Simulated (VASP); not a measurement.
# W (Im-3m) in VASP: further runs

Runs on W. Level: revPBE. Tasks: single point.

All numbers are computed with VASP 6.6.1; they aren't measurements. Logs are shortened: lines on timing, memory, paths and dates and some standing lists are left out, and cuts for length are marked.

### 1 The cell of the first run

Symmetry: Im-3m, No. 229, cubic system. The conventional cell has a = 3.194 Å, b = 3.194 Å, c = 3.194 Å, α = 90.00°, β = 90.00°, γ = 90.00°. Within 3.6 Å of W (site symmetry m-3m) lie 14 W at 2.77 to 3.19 Å.

### 2 Single point, revPBE

The input, INCAR:

```
  PREC = Accurate
  ENCUT = 520
  EDIFF = 1E-6
  ISMEAR = -1
  SIGMA = 0.1
  LREAL = False
  LASPH = True
  NELM = 60
  ALGO = Normal
  ISIF = 2
  LWAVE = False
  LCHARG = False
  GGA = RE
  NBANDS = 13
```

The input, KPOINTS:

```
regular mesh
0
Gamma
  7 7 7
```

The input, POSCAR:

```
W
1.0
   -1.5969614455      1.5969614455      1.5969614455
    1.5969614455     -1.5969614455      1.5969614455
    1.5969614455      1.5969614455     -1.5969614455
W
1
Direct
    0.0000000000      0.0000000000      0.0000000000
```

Potentials or basis: VASP PAW PBE potentials, release 64 (W_sv).

Run with:

```bash
cat potpaw_PBE.64/W_sv/POTCAR > POTCAR
mpirun -np 1 vasp_std > vasp.out
```

OUTCAR:

```text
PREC = Accurate
   ENCUT = 520
   EDIFF = 1E-6
   ISMEAR = -1
   LREAL = False
   LASPH = True
   NELM = 60
   ISIF = 2
   GGA = RE

 ion  position               nearest neighbor table
   1  0.000  0.000  0.000-

  LATTYP: Found a body centered cubic cell.
 ALAT       =     3.1939228910

  Lattice vectors:

 A1 = (  -1.5969614455,   1.5969614455,   1.5969614455)
 A2 = (   1.5969614455,  -1.5969614455,   1.5969614455)
 A3 = (   1.5969614455,   1.5969614455,  -1.5969614455)

Analysis of symmetry for initial positions (statically):
=====================================================================
 Subroutine PRICEL returns:
 Original cell was already a primitive cell.

 Routine SETGRP: Setting up the symmetry group for a
 body centered cubic supercell.

 Subroutine GETGRP returns: Found 48 space group operations
 (whereof 48 operations were pure point group operations)
 out of a pool of 48 trial point group operations.

The static configuration has the point symmetry O_h .

Analysis of symmetry for dynamics (positions and initial velocities):
=====================================================================
 Subroutine PRICEL returns:
 Original cell was already a primitive cell.

 Routine SETGRP: Setting up the symmetry group for a
 body centered cubic supercell.

 Subroutine GETGRP returns: Found 48 space group operations
 (whereof 48 operations were pure point group operations)
 out of a pool of 48 trial point group operations.

The dynamic configuration has the point symmetry O_h .

 Subroutine INISYM returns: Found 48 space group operations
 (whereof 48 operations are pure point group operations),
 and found     1 'primitive' translations

----------------------------------------------------------------------------------------

                                     Primitive cell

  volume of cell :      16.2908

  direct lattice vectors                    reciprocal lattice vectors
    -1.596961446  1.596961446  1.596961446     0.000000000  0.313094597  0.313094597
     1.596961446 -1.596961446  1.596961446     0.313094597  0.000000000  0.313094597
     1.596961446  1.596961446 -1.596961446     0.313094597  0.313094597  0.000000000

  length of vectors
     2.766018361  2.766018361  2.766018361     0.442782625  0.442782625  0.442782625

  position of ions in fractional coordinates (direct lattice)
     0.000000000  0.000000000  0.000000000

  ion indices of the primitive-cell ions
   primitive index   ion index
                 1           1

----------------------------------------------------------------------------------------

 KPOINTS: regular mesh

Automatic generation of k-mesh.
 Grid dimensions read from file:
 generate k-points for:    7    7    7

 Generating k-lattice:

  Cartesian coordinates                     Fractional coordinates (reciprocal lattice)
     0.000000000  0.044727800  0.044727800     0.142857143  0.000000000  0.000000000
     0.044727800  0.000000000  0.044727800     0.000000000  0.142857143  0.000000000
     0.044727800  0.044727800  0.000000000     0.000000000  0.000000000  0.142857143

  Length of vectors
     0.063254661  0.063254661  0.063254661

  Shift w.r.t. Gamma in fractional coordinates (k-lattice)
     0.000000000  0.000000000  0.000000000

 Subroutine IBZKPT returns following result:
 ===========================================

 Found     20 irreducible k-points:

 Following reciprocal coordinates:
            Coordinates               Weight
  0.000000  0.000000  0.000000      1.000000
  0.142857  0.000000  0.000000     12.000000
  0.285714  0.000000  0.000000     12.000000
  0.428571  0.000000  0.000000     12.000000
  0.142857  0.142857  0.000000     24.000000
  0.285714  0.142857  0.000000     48.000000
[... 12 lines left out ...]
 -0.428571 -0.428571  0.285714      8.000000
 -0.428571  0.428571  0.428571      6.000000
   k-points           NKPTS =     20   k-points in BZ     NKDIM =     20   number of bands    NBANDS=     13
   number of dos      NEDOS =    301   number of ions     NIONS =      1
   total plane-waves  NPLWV =  13824
   dimension x,y,z NGX =    24 NGY =   24 NGZ =   24
   dimension x,y,z NGXF=    48 NGYF=   48 NGZF=   48
   ions per type =               1
   NGX,Y,Z   is equivalent  to a cutoff of  14.42, 14.42, 14.42 a.u.
   NGXF,Y,Z  is equivalent  to a cutoff of  28.85, 28.85, 28.85 a.u.
 SYSTEM =  unknown system
   PREC   = accura    normal or accurate (medium, high low for compatibility)
   ISTART =      0    job   : 0-new  1-cont  2-samecut
   ICHARG =      2    charge: 1-file 2-atom 10-const
   ISPIN  =      1    spin polarized calculation?
   LNONCOLLINEAR =      F non collinear calculations
   LSORBIT =      F    spin-orbit coupling
   LASPH  =      T    aspherical Exc in radial PAW
   ENCUT  =  520.0 eV  38.22 Ry    6.18 a.u.   5.14  5.14  5.14*2*pi/ulx,y,z
   NELM   =     60;   NELMIN=  2; NELMDL= -5     # of ELM steps
   EDIFF  = 0.1E-05   stopping-criterion for ELM
   LREAL  =      F    real-space projection
   EDIFFG = 0.1E-04   stopping-criterion for IOM
   NSW    =      0    number of steps for IOM
   IBRION =     -1    ionic relax: 0-MD 1-quasi-New 2-CG
   NFREE  =      0    steps in history (QN), initial steepest desc. (CG)
   ISIF   =      2    stress and relaxation
   ISYM   =      2    0-nonsym 1-usesym 2-fastsym
   POTIM  = 0.5000    time-step for ionic-motion
   TEBEG  =    0.0;   TEEND  =   0.0 temperature during run
   PSTRESS=    0.0 pullay stress
   NELECT =      14.0000    total number of electrons
   NUPDOWN=      -1.0000    fix difference up-down
   EMIN   =  10.00;   EMAX   =-10.00  energy-range for DOS
   EFERMI =   0.00;   METHOD = LEGACY
   ISMEAR =    -1;   SIGMA  =   0.10  broadening in eV -4-tet -1-fermi 0-gaus
   EFERMI_NEDOS =   21; number of points for ismear=-14 and -15
   IALGO  =     38    algorithm
   IMIX   =      4    mixing-type and parameters
     AMIX     =   0.40;   BMIX     =  1.00
     AMIX_MAG =   1.60;   BMIX_MAG =  1.00
  volume/ion in A,a.u.               =      16.29       109.94
  Fermi-wavevector in a.u.,A,eV,Ry     =   1.556454  2.941272 32.960800  2.422550
  Thomas-Fermi vector in A             =   2.660248
   LORBIT       =      0    0 simple, 1 ext, 2 COOP (PROOUT), +10 PAW based schemes
   GGA     = RE    functional components
   LHFCALC =     F    Hartree Fock is set to
   AEXX    =    0.0000 exact exchange contribution
   IVDW    =     0    specifies the selected vdW correction
   LEPSILON=     F    determine dielectric tensor
   LRPA    =     F    only Hartree local field effects (RPA)
 non-spin polarized calculation
  energy-cutoff  :      520.00
  volume of cell :       16.29
 maximum number of plane-waves:       445
 NGX is ok and might be reduce to    24
   NGX = 11   NGY = 11   NGZ = 11

 number of electron      14.0000002 magnetization

 Free energy of the ion-electron system (eV)
  ---------------------------------------------------
  ext. energy  EPLUGINS =         0.00000000
  ---------------------------------------------------
  free energy    TOTEN  =       -12.46374757 eV

  energy without entropy =      -12.43349838  energy(sigma->0) =      -12.44862298

 E-fermi :  11.1529     XC(G=0): -13.4483

 val. band max:       11.0988806018   @ k =  -0.4286  -0.4286   0.2857
 cond. band min:      11.2774971312   @ k =  -0.2857   0.2857   0.1429
 fundamental gap:      0.1786165294
 Fermi energy:        11.1528942371

 k-point     1 :       0.0000    0.0000    0.0000
  band No.  band energies     occupation
      1     -63.1224      2.00000
      2     -26.7220      2.00000
      3     -26.7220      2.00000
      4     -26.7220      2.00000
      5       1.6273      2.00000
      6       9.9342      1.99999
      7       9.9342      1.99999
      8       9.9342      1.99999
      9      13.3267      0.00000
     10      13.3267      0.00000
     11      25.5448      0.00000
     12      25.5448      0.00000
     13      25.5448      0.00000

 k-point     2 :       0.1429    0.0000    0.0000
  band No.  band energies     occupation
      1     -63.1003      2.00000
      2     -26.9570      2.00000
      3     -26.7964      2.00000
      4     -26.7230      2.00000
      5       2.5367      2.00000
      6       9.4130      2.00000
      7       9.7329      2.00000
      8      10.8400      1.91616
      9      12.7286      0.00000
     10      13.3528      0.00000
     11      26.1532      0.00000
     12      27.1122      0.00000
     13      27.3660      0.00000

 k-point     3 :       0.2857    0.0000    0.0000
  band No.  band energies     occupation
      1     -63.0502      2.00000
      2     -27.4600      2.00000
      3     -26.9599      2.00000
      4     -26.7254      2.00000
      5       4.4251      2.00000
      6       8.4294      2.00000
      7       9.3308      2.00000
      8      12.8512      0.00000
      9      13.3374      0.00000
     10      13.6027      0.00000
     11      25.1147      0.00000
     12      26.3419      0.00000
     13      31.1359      0.00000

 k-point     4 :       0.4286    0.0000    0.0000
  band No.  band energies     occupation
      1     -63.0098      2.00000
      2     -27.8415      2.00000
      3     -27.0877      2.00000
      4     -26.7274      2.00000
      5       5.0266      2.00000
      6       7.7673      2.00000
      7      11.0144      1.59942
      8      13.2851      0.00000
      9      14.0568      0.00000
     10      16.3774      0.00000
     11      22.4736      0.00000
     12      22.8666      0.00000
     13      28.4984      0.00000

 k-point     5 :       0.1429    0.1429    0.0000
  band No.  band energies     occupation
      1     -63.0641      2.00000
      2     -27.3012      2.00000
      3     -26.8871      2.00000
      4     -26.7774      2.00000
      5       4.0611      2.00000
      6       8.9047      2.00000
      7       8.9111      2.00000
      8      12.2904      0.00002
      9      12.7574      0.00000
     10      13.7866      0.00000
     11      26.6661      0.00000
     12      27.2023      0.00000
     13      28.8982      0.00000
[... 193 lines left out ...]
 k-point    18 :      -0.4286    0.4286    0.2857
  band No.  band energies     occupation
      1     -62.9548      2.00000
      2     -27.6458      2.00000
      3     -27.3599      2.00000
      4     -27.2456      2.00000
      5       6.5243      2.00000
      6       7.0095      2.00000
      7      11.2791      0.44119
      8      11.6869      0.00954
      9      15.7027      0.00000
     10      16.7905      0.00000
     11      22.7165      0.00000
     12      24.6947      0.00000
     13      28.8762      0.00000

 k-point    19 :      -0.4286   -0.4286    0.2857
  band No.  band energies     occupation
      1     -62.9389      2.00000
      2     -27.5695      2.00000
      3     -27.5695      2.00000
      4     -27.2767      2.00000
      5       6.3908      2.00000
      6       6.3908      2.00000
      7      11.0989      1.26369
      8      14.7172      0.00000
      9      14.7172      0.00000
     10      20.2731      0.00000
     11      20.9599      0.00000
     12      20.9599      0.00000
     13      31.3458      0.00000

 k-point    20 :      -0.4286    0.4286    0.4286
  band No.  band energies     occupation
      1     -62.9241      2.00000
      2     -27.5463      2.00000
      3     -27.5054      2.00000
      4     -27.5054      2.00000
      5       5.7526      2.00000
      6       5.8613      2.00000
      7      14.5041      0.00000
      8      14.5041      0.00000
      9      15.6277      0.00000
     10      17.7012      0.00000
     11      21.2430      0.00000
     12      21.2430      0.00000
     13      28.2029      0.00000

------------------------ aborting loop because EDIFF is reached ----------------------------------------

  FORCE on cell =-STRESS in cart. coord.  units (eV):
  Direction    XX          YY          ZZ          XY          YZ          ZX
  --------------------------------------------------------------------------------------
  -------------------------------------------------------------------------------------
  Total        0.1205969      0.1205969      0.1205969      0.0000000     -0.0000000      0.0000000
  in kB       11.8605080     11.8605080     11.8605080      0.0000000     -0.0000000      0.0000000
  external PRESSURE =      11.8605080 kB  Pullay stress =       0.0000000 kB

 VOLUME and BASIS-vectors are now :
 -----------------------------------------------------------------------------
  energy-cutoff  :      520.00
  volume of cell :       16.29
      direct lattice vectors                 reciprocal lattice vectors
    -1.596961446  1.596961446  1.596961446     0.000000000  0.313094597  0.313094597
     1.596961446 -1.596961446  1.596961446     0.313094597  0.000000000  0.313094597
     1.596961446  1.596961446 -1.596961446     0.313094597  0.313094597  0.000000000

 POSITION                                       TOTAL-FORCE (eV/Angst)
 -----------------------------------------------------------------------------------
      0.00000      0.00000      0.00000         0.000000     -0.000000     -0.000000
 -----------------------------------------------------------------------------------
    total drift:                                0.000000      0.000000      0.000000

  FREE ENERGIE OF THE ION-ELECTRON SYSTEM (eV)
  ---------------------------------------------------
  free  energy   TOTEN  =       -12.4637475720 eV

  energy  without entropy=      -12.4334983805  energy(sigma->0) =      -12.44862298
```

Wall time 2.7 s (1 thread of Intel Xeon 6975P-C (Granite Rapids), shared host); peak memory 0.13 GiB.

What came out:

* Free energy: -12.4637 eV
* Pressure: 1.2 GPa
* Band gap on the k mesh: zero (band 7 reaches 14.50 eV, above the bottom of band 8 at 9.93 eV)

Levels at points of the mesh, in eV from the Fermi level:
```csv
k point,band 5,band 6,band 7,band 8,band 9,band 10
"(0.00, 0.00, 0.00)",-9.53,-1.22,-1.22,-1.22,2.17,2.17
```

Caveat: the k points lie up to 0.40 Å⁻¹ apart; the PAW data sets were made with another functional, which shifts forces and pressure a little; spin-orbit coupling is left out, which moves the levels of the heavy elements.

### 3 Single point, revPBE

The input, INCAR:

```
SYSTEM = W
  ALGO = Normal
  EDIFF = 1E-7
  ENCUT = 520
  GGA = RE
  ISIF = 2
  ISMEAR = -1
  LASPH = .True.
  LCHARG = .False.
  LREAL = .False.
  LWAVE = .False.
  NBANDS = 13
  NELM = 60
  PREC = Accurate
  SIGMA = 0.1
```

The input, KPOINTS:

```
k-points
0
Gamma
  14 14 14
  0 0 0
```

POSCAR is that of step 2.

Potentials or basis: VASP PAW PBE potentials, release 64 (W_sv).

Run with:

```bash
cat potpaw_PBE.64/W_sv/POTCAR > POTCAR
mpirun -np 1 vasp_std > vasp.out
```

It took 37 s on 1 thread of AMD EPYC 7R13, shared host; peak memory 0.12 GiB.

It converged, with:

| Property | Result |
| --- | --- |
| Free energy | -12.5168 eV |
| Pressure | 0.4 GPa |
| Band gap on the k mesh | zero (band 7 reaches 16.08 eV, above the bottom of band 8 at 9.93 eV) |

Levels at points of the mesh, in eV from the Fermi level:
```
           k point  band 3  band 4  band 5  band 6  band 7  band 8  band 9  band 10  band 11  band 12
(0.00, 0.00, 0.00)  -37.90  -37.90   -9.54   -1.23   -1.23   -1.23    2.16     2.16    14.38    14.38
(0.50, 0.00, 0.00)  -38.28  -37.90   -6.15   -3.49    0.52    2.04    2.98     5.85    10.60    11.35
(0.50, 0.50, 0.50)  -38.72  -38.72   -5.66   -5.66    4.92    4.92    4.92     7.96     7.96     7.96
```

Caveat: the PAW data sets were made with another functional, which shifts forces and pressure a little; spin-orbit coupling is left out, which moves the levels of the heavy elements.
